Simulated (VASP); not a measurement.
# Se (P6/mmm) in VASP: a series of runs, part 2 of 2

VASP 6.6.1.

**5. Relaxation of cell and atoms, PBEsol, target pressure 450 GPa, at which the enthalpy is minimised**

This run uses another cell than the first one, of 8.33 Å³/atom, 0.980 times its volume.

File INCAR:

```
PREC     = Accurate       # precision mode
ENCUT    = 600            # plane-wave cutoff, eV
EDIFF    = 1E-6           # SCF threshold, eV
ISMEAR   = -1             # smearing method
SIGMA    = 0.05           # smearing width, eV
LREAL    = F              # projectors in reciprocal space
LASPH    = T              # aspherical terms in the spheres
NELM     = 80             # most SCF steps
ALGO     = Normal         # electronic algorithm
ISIF     = 3              # what is computed and relaxed
LWAVE    = F              # write WAVECAR
LCHARG   = F              # write CHGCAR
GGA      = PS             # functional
IBRION   = 2              # ionic algorithm
NSW      = 60             # ionic steps
EDIFFG   = -0.005         # ionic threshold
PSTRESS  = 4500.0
```

File KPOINTS:

```
regular mesh
0
Gamma
  19 19 18
```

File POSCAR:

```
Se
1.0
    2.1712968528      0.0000000000      0.0000000000
   -1.0856484264      1.8803982337      0.0000000000
    0.0000000000      0.0000000000      2.0410190416
Se
1
Direct
    0.0000000000      0.0000000000      0.0000000000
```

Potentials or basis: VASP PAW PBE potentials, release 64 (Se).

Launch:

```sh
$ cat potpaw_PBE.64/Se/POTCAR > POTCAR
$ mpirun -np 1 vasp_std > vasp.out
```

OUTCAR:

```text
PREC = Accurate
   ENCUT = 600
   EDIFF = 1E-6
   ISMEAR = -1
   LREAL = F
   LASPH = T
   NELM = 80
   ISIF = 3
   GGA = PS
   IBRION = 2
   NSW = 60
   EDIFFG = -0.005
   PSTRESS = 4500.0

 ion  position               nearest neighbor table
   1  0.000  0.000  0.000-

  LATTYP: Found a hexagonal cell.
 ALAT       =     2.1712968528
 C/A-ratio  =     0.9400000000

  Lattice vectors:

 A1 = (   2.1712968528,   0.0000000000,   0.0000000000)
 A2 = (  -1.0856484264,   1.8803982337,   0.0000000000)
 A3 = (   0.0000000000,   0.0000000000,   2.0410190416)

Analysis of symmetry for initial positions (statically):
=====================================================================
 Subroutine PRICEL returns:
 Original cell was already a primitive cell.

 Routine SETGRP: Setting up the symmetry group for a
 hexagonal supercell.

 Subroutine GETGRP returns: Found 24 space group operations
 (whereof 24 operations were pure point group operations)
 out of a pool of 24 trial point group operations.

The static configuration has the point symmetry D_6h.

Analysis of symmetry for dynamics (positions and initial velocities):
=====================================================================
 Subroutine PRICEL returns:
 Original cell was already a primitive cell.

 Routine SETGRP: Setting up the symmetry group for a
 hexagonal supercell.

 Subroutine GETGRP returns: Found 24 space group operations
 (whereof 24 operations were pure point group operations)
 out of a pool of 24 trial point group operations.

The dynamic configuration has the point symmetry D_6h.

 Subroutine INISYM returns: Found 24 space group operations
 (whereof 24 operations are pure point group operations),
 and found     1 'primitive' translations

----------------------------------------------------------------------------------------

                                     Primitive cell

  volume of cell :       8.3333

  direct lattice vectors                    reciprocal lattice vectors
     2.171296853  0.000000000  0.000000000     0.460554253  0.265901122  0.000000000
    -1.085648426  1.880398234  0.000000000     0.000000000  0.531802244  0.000000000
     0.000000000  0.000000000  2.041019042     0.000000000  0.000000000  0.489951333

  length of vectors
     2.171296853  2.171296853  2.041019042     0.531802244  0.531802244  0.489951333

  position of ions in fractional coordinates (direct lattice)
     0.000000000  0.000000000  0.000000000

  ion indices of the primitive-cell ions
   primitive index   ion index
                 1           1

----------------------------------------------------------------------------------------

 KPOINTS: regular mesh

Automatic generation of k-mesh.
 Grid dimensions read from file:
 generate k-points for:   19   19   18
[... 45 lines left out ...]
 [... further k-points ...]
   k-points           NKPTS =    400   k-points in BZ     NKDIM =    400   number of bands    NBANDS=      7
   number of dos      NEDOS =    301   number of ions     NIONS =      1
   total plane-waves  NPLWV =   5184
   dimension x,y,z NGX =    18 NGY =   18 NGZ =   16
   dimension x,y,z NGXF=    36 NGYF=   36 NGZF=   32
   ions per type =               1
   NGX,Y,Z   is equivalent  to a cutoff of  13.78, 13.78, 13.03 a.u.
   NGXF,Y,Z  is equivalent  to a cutoff of  27.56, 27.56, 26.06 a.u.
 SYSTEM =  unknown system
   PREC   = accura    normal or accurate (medium, high low for compatibility)
   ISTART =      0    job   : 0-new  1-cont  2-samecut
   ICHARG =      2    charge: 1-file 2-atom 10-const
   ISPIN  =      1    spin polarized calculation?
   LNONCOLLINEAR =      F non collinear calculations
   LSORBIT =      F    spin-orbit coupling
   LASPH  =      T    aspherical Exc in radial PAW
   ENCUT  =  600.0 eV  44.10 Ry    6.64 a.u.   4.34  4.34  4.08*2*pi/ulx,y,z
   NELM   =     80;   NELMIN=  2; NELMDL= -5     # of ELM steps
   EDIFF  = 0.1E-05   stopping-criterion for ELM
   LREAL  =      F    real-space projection
   EDIFFG = -.5E-02   stopping-criterion for IOM
   NSW    =     60    number of steps for IOM
   IBRION =      2    ionic relax: 0-MD 1-quasi-New 2-CG
   NFREE  =      1    steps in history (QN), initial steepest desc. (CG)
   ISIF   =      3    stress and relaxation
   ISYM   =      2    0-nonsym 1-usesym 2-fastsym
   POTIM  = 0.5000    time-step for ionic-motion
   TEBEG  =    0.0;   TEEND  =   0.0 temperature during run
   PSTRESS= 4500.0 pullay stress
   NELECT =       6.0000    total number of electrons
   NUPDOWN=      -1.0000    fix difference up-down
   EMIN   =  10.00;   EMAX   =-10.00  energy-range for DOS
   EFERMI =   0.00;   METHOD = LEGACY
   ISMEAR =    -1;   SIGMA  =   0.05  broadening in eV -4-tet -1-fermi 0-gaus
   EFERMI_NEDOS =   21; number of points for ismear=-14 and -15
   IALGO  =     38    algorithm
   IMIX   =      4    mixing-type and parameters
     AMIX     =   0.40;   BMIX     =  1.00
     AMIX_MAG =   1.60;   BMIX_MAG =  1.00
  volume/ion in A,a.u.               =       8.33        56.24
  Fermi-wavevector in a.u.,A,eV,Ry     =   1.467303  2.772801 29.293056  2.152979
  Thomas-Fermi vector in A             =   2.582937
   LORBIT       =      0    0 simple, 1 ext, 2 COOP (PROOUT), +10 PAW based schemes
   GGA     = PS    functional components
   LHFCALC =     F    Hartree Fock is set to
   AEXX    =    0.0000 exact exchange contribution
   IVDW    =     0    specifies the selected vdW correction
   LEPSILON=     F    determine dielectric tensor
   LRPA    =     F    only Hartree local field effects (RPA)
 conjugate gradient relaxation of ions
 non-spin polarized calculation
  energy-cutoff  :      600.00
  volume of cell :        8.33
 maximum number of plane-waves:       296
 NGX is ok and might be reduce to    18
   NGX =  9   NGY =  9   NGZ =  9

--------------------------------------- Ionic step        1  -------------------------------------------

 number of electron       6.0000001 magnetization

 Free energy of the ion-electron system (eV)
  ---------------------------------------------------
  ext. energy  EPLUGINS =         0.00000000
  ---------------------------------------------------
  free energy    TOTEN  =         5.26190671 eV

  energy without entropy =        5.26423085  energy(sigma->0) =        5.26306878

------------------------ aborting loop because EDIFF is reached ----------------------------------------

  FORCE on cell =-STRESS in cart. coord.  units (eV):
  Direction    XX          YY          ZZ          XY          YZ          ZX
  --------------------------------------------------------------------------------------
  -------------------------------------------------------------------------------------
  Total       25.9753400     25.9753400     25.2256654      0.0000000      0.0000000      0.0000000
  in kB     4994.0826870   4994.0826871   4849.9484092      0.0000000      0.0000000      0.0000000
  external PRESSURE =     446.0379277 kB  Pullay stress =    4500.0000000 kB
[... 94 lines left out ...]
  energy  without entropy=        4.3914071162  energy(sigma->0) =        4.39028172

  enthalpy is  TOTEN    =        28.6342631520 eV   P V=       24.2451068315

[... ionic steps 4 to 7 ...]

--------------------------------------- Ionic step        8  -------------------------------------------

 number of electron       6.0000000 magnetization

------------------------ aborting loop because EDIFF is reached ----------------------------------------
[... 69 lines left out ...]
--------------------------------------- Ionic step       10  -------------------------------------------

 number of electron       6.0000000 magnetization

 Free energy of the ion-electron system (eV)
  ---------------------------------------------------
  ext. energy  EPLUGINS =         0.00000000
  ---------------------------------------------------
  free energy    TOTEN  =         4.53904541 eV

  energy without entropy =        4.54135661  energy(sigma->0) =        4.54020101

 E-fermi :  21.1822     XC(G=0): -14.8921

 val. band max:       21.1534412363   @ k =   0.3684   0.1579   0.3889
 cond. band min:      21.2159870231   @ k =   0.3158   0.0000   0.1667
 fundamental gap:      0.0625457868
 Fermi energy:        21.1822469959

 k-point     1 :       0.0000    0.0000    0.0000
  band No.  band energies     occupation
      1      -8.2183      2.00000
      2      25.6355      0.00000
      3      28.4002      0.00000
      4      29.2612      0.00000
      5      29.2612      0.00000
      6      34.7614      0.00000
      7      34.7614      0.00000
[... 221 lines left out ...]
 k-point    24 :       0.3158    0.1053    0.0000
  band No.  band energies     occupation
      1      -2.1475      2.00000
      2       8.9871      2.00000
      3      17.6248      2.00000
      4      30.5562      0.00000
      5      31.5073      0.00000
      6      36.9203      0.00000
      7      43.3142      0.00000

 [... further k-points ...]
[... 5 lines left out ...]
  --------------------------------------------------------------------------------------
  -------------------------------------------------------------------------------------
  Total       24.0933487     24.0933487     24.0961392      0.0000000     -0.0000000      0.0000000
  in kB     4499.9890365   4499.9890366   4500.5102358      0.0000000     -0.0000000      0.0000000
  external PRESSURE =       0.1627696 kB  Pullay stress =    4500.0000000 kB
[... 20 lines left out ...]
  energy  without entropy=        4.5413566102  energy(sigma->0) =        4.54020101

  enthalpy is  TOTEN    =        28.6324527940 eV   P V=       24.0934073840

 reached required accuracy - stopping structural energy minimisation
```

Run time: 49 s. Hardware: 1 thread of Intel Xeon Platinum 8559C (Emerald Rapids), shared host; peak memory 0.15 GiB.

Results:

```yaml
Free_energy: 4.5390 eV
Relaxed_volume: 8.58 Å³/atom
Relaxed_cell: a = 2.197 Å, b = 2.197 Å, c = 2.052 Å, α = 90.00°, β = 90.00°, γ = 120.00°
Space_group_after_relaxing_to_0.05_Å: P6/mmm (No. 191)
Energy_change_on_relaxing_the_enthalpy_is_what_falls: -722.9 meV/atom
Ionic_steps: 10
Pressure_after_relaxing: 450.0 GPa
Band_gap_on_the_k_mesh: zero (band 3 reaches 36.17 eV, above the bottom of band 4 at 15.15 eV)
```

Step by step:
```csv
step,energy change (eV),largest force (eV/Å),pressure (GPa),volume (Å³)
1,0.0000,0.0000,494.60,8.33
2,-5.7899,0.0000,170.77,11.45
3,-0.8728,0.0000,440.73,8.63
4,-0.7322,0.0000,449.34,8.58
5,-0.7181,0.0000,450.22,8.58
6,-0.6739,0.0000,453.32,8.56
7,-0.7113,0.0000,450.73,8.57
8,-0.7112,0.0000,450.74,8.57
9,-0.8051,0.0000,444.98,8.61
10,-0.7229,0.0000,450.02,8.58
```

Final structure:
```yaml
crystal:
  lattice:
    - [2.19682, 0.00000, 0.00000]
    - [-1.09841, 1.90250, 0.00000]
    - [0.00000, 0.00000, 2.05248]
  atoms:
    - { symbol: Se, position: [0.00000, 0.00000, 0.00000] }
```

Caveat: the cell is relaxed towards a set pressure, so the enthalpy falls and the energy may rise; the PAW data sets were made with another functional, which shifts forces and pressure a little.

**6. Overview**

```tsv
task	cell	cutoff (eV)	gap on the mesh (eV)	pressure (GPa)
relaxation of cell and atoms	relaxed to 450 GPa from a = 2.190, b = 2.190, c = 2.046 Å, angles 90.0, 90.0, 120.0°, 1 atom	600	none	450.1
single point	a = 2.190, b = 2.190, c = 2.046 Å, angles 90.0, 90.0, 120.0°, 1 atom	520	none	463.6
relaxation of cell and atoms	relaxed to 450 GPa from a = 2.171, b = 2.171, c = 2.041 Å, angles 90.0, 90.0, 120.0°, 1 atom	600	none	450.0
```

Alike in all rows: level PBEsol; potentials or basis VASP PAW PBE potentials, release 64 (Se); no spin polarisation; k mesh 19 × 19 × 18; smearing fermi-dirac 0.05 eV.

Caveats: the PAW data sets were made with another functional, which shifts forces and pressure a little; the cell is relaxed towards a set pressure, so the enthalpy falls and the energy may rise (some runs).

Absolute energies hang on the potentials; compare differences alone.
